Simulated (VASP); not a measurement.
Wanted: the native input for a VASP 6.6.1 run.

* Task: single point
* Functional: LDA
* Potentials or basis: VASP PAW LDA potentials, release 64 (Se)
* Cutoff: 520 eV
* k mesh: 2 × 2 × 1
* Occupations: fermi-dirac, width 0.05 eV
* Spin: no spin polarisation
* Dipole correction: no
* Further INCAR settings: ALGO = Normal; EDIFF = 1e-07; NBANDS = 16

The structure of Se lies in POSCAR:

```
Se
1.0
    3.9534579885      0.0000000000      0.0000000000
   -1.9767289943      3.4237950508      0.0000000000
    0.0000000000      0.0000000000      5.1205317866
Se
3
Direct
    0.2543546533      1.0000000000      0.3333333333
    1.0000000000      0.2543546533      0.6666666667
    0.7456453467      0.7456453467      1.0000000000
```

One way to write it, as run:

INCAR

```
SYSTEM = Se
ALGO = Normal
EDIFF = 1E-7
ENCUT = 520
ISIF = 2
ISMEAR = -1
LASPH = .TRUE.
LCHARG = .FALSE.
LREAL = .FALSE.
LWAVE = .FALSE.
NBANDS = 16
NELM = 80
PREC = Accurate
SIGMA = 0.05
```

KPOINTS

```
k-points
0
G
  2 2 1
  0 0 0
```

Potentials or basis: VASP PAW LDA potentials, release 64 (Se).

Run with:

```sh
$ cat potpaw_LDA.64/Se/POTCAR > POTCAR
$ mpirun -np 1 vasp_std > vasp.out
```

It gave:

```json
{
 "Pressure": "-1.2 GPa",
 "Largest force": "2.045 eV/Å",
 "Band gap on the k mesh": "1.93 eV, indirect (least direct gap 2.03 eV)"
}
```

Caveat: the k points lie up to 1.23 Å⁻¹ apart; forces of over 1 eV/Å act on the atoms, so gaps and moduli don't describe the material at rest.

Wall time 2.1 s on 1 thread of Intel(R) Xeon(R) 6975P-C (Granite Rapids), with other jobs on the host, peak memory 0.14 GiB.
